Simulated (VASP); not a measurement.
Here is a VASP 6.6.1 calculation.

The input INCAR:

```
SYSTEM = TiO2
ALGO = Normal
EDIFF = 1E-7
ENCUT = 520
GGA = PE
ISIF = 2
ISMEAR = 0
LASPH = .TRUE.
LCHARG = .FALSE.
LREAL = .FALSE.
LWAVE = .FALSE.
NBANDS = 33
NELM = 80
PREC = Accurate
SIGMA = 0.05
```

File KPOINTS:

```
k-points
0
G
  10 10 10
  0 0 0
```

The input POSCAR:

```
TiO2
1.0
   -1.8928960527      1.8928960527      4.7860210279
    1.8928960527     -1.8928960527      4.7860210279
    1.8928960527      1.8928960527     -4.7860210279
Ti O
2 4
Direct
    0.0000000000      0.0000000000      0.0000000000
    0.7500000000      0.2500000000      0.5000000000
    0.2080294511      0.2080294511      0.0000000000
    0.9580294511      0.4580294511      0.5000000000
    0.5419705489      0.0419705489      0.5000000000
    0.7919705489      0.7919705489      0.0000000000
```

Potentials or basis: VASP PAW PBE potentials, release 64 (Ti_sv, O).

Command:

```bash
$ cat potpaw_PBE.64/Ti_sv/POTCAR potpaw_PBE.64/O/POTCAR > POTCAR
$ mpirun -np 1 vasp_std > vasp.out
```

Estimate the band gap on the k mesh.

2.10 eV, indirect (least direct gap 2.44 eV).

Estimate the largest force.

0.022 eV/Å.

Estimate the pressure.

4.3 GPa.

Forces in eV/Å, atoms in the order of the input:
```
Ti   0.000  0.000  0.000
Ti   0.000  0.000  0.000
O    0.000  0.000  0.022
O    0.000  0.000  0.022
O    0.000  0.000 -0.022
O    0.000  0.000 -0.022
```

 A k mesh can miss the band edges.
